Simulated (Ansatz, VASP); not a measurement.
**ZnS in VASP and in Ansatz**

The input INCAR:

```
SYSTEM = ZnS
PREC = Accurate
ENCUT = 520
EDIFF = 1E-7
ISMEAR = -1
SIGMA = 0.02
LREAL = .FALSE.
LASPH = .TRUE.
NELM = 100
ALGO = Normal
ISIF = 2
LWAVE = .FALSE.
LCHARG = .FALSE.
GGA = PE
NBANDS = 16
```

Contents of KPOINTS:

```
regular mesh
0
G
  8 8 8
  0 0 0
```

The input POSCAR:

```
ZnS
1.0
    0.0000000000      2.6940955531      2.5653177856
    2.6940955531      0.0000000000      2.5653177856
    2.6940955531      2.6940955531      0.0000000000
Zn S
1 1
Direct
    0.2500000000      0.2500000000      0.2500000000
    0.0000000000      0.0000000000      0.0000000000
```

Input for Ansatz:

```yaml
crystal:
  lattice:
    - [0.0, 2.6940955531, 2.5653177856]
    - [2.6940955531, 0.0, 2.5653177856]
    - [2.6940955531, 2.6940955531, 0.0]
  atoms:
    - { symbol: Zn, position: [0.25, 0.25, 0.25] }
    - { symbol: S, position: [0.0, 0.0, 0.0] }
kpoints:
  mp_grid: { grid: [8, 8, 8] }
  band_path:
    path:
      - [0.0, 0.0, 0.0]
      - [-0.5, -0.5, 0.0]
      - [-0.375, -0.375, 0.25]
      - [-0.375, 0.0, 0.375]
      - [0.0, 0.0, 0.5]
      - [-0.5, -0.25, 0.25]
    npoints: 1
hamiltonian:
  xc: pbe
scf:
  occupations: { method: fermi_dirac, width: 0.02 }
  n_extra_bands: 4
output:
  forces: true
  stress: true
  eigenvalues: true
  write_density: true
  write_potential: true
  elf: true
  volumetric_format: npy
```

Change from the starting cell: uniaxial_z strain -4.8%.

Alike in both runs: task single point; functional PBE; k mesh 8 × 8 × 8; occupations fermi-dirac, width 0.02 eV; no spin polarisation.

|  | VASP | Ansatz |
| --- | --- | --- |
| version | VASP 6.6.1 | Ansatz 0.2.0 |
| potentials or method | VASP PAW PBE potentials, release 64 (Zn, S) | plane waves, PAW |
| plane-wave cutoff (eV) | 520 | 420 |
| valence electrons in the cell | 18 | 18 |

```csv
,VASP,Ansatz,Ansatz less VASP
gap on the k mesh at the Fermi level (eV),2.26,2.25,-0.010
pressure (GPa),6.7,6.5,-0.20
"traceless stress, the component that is largest in VASP (GPa)",1.09,1.10,+0.011
```
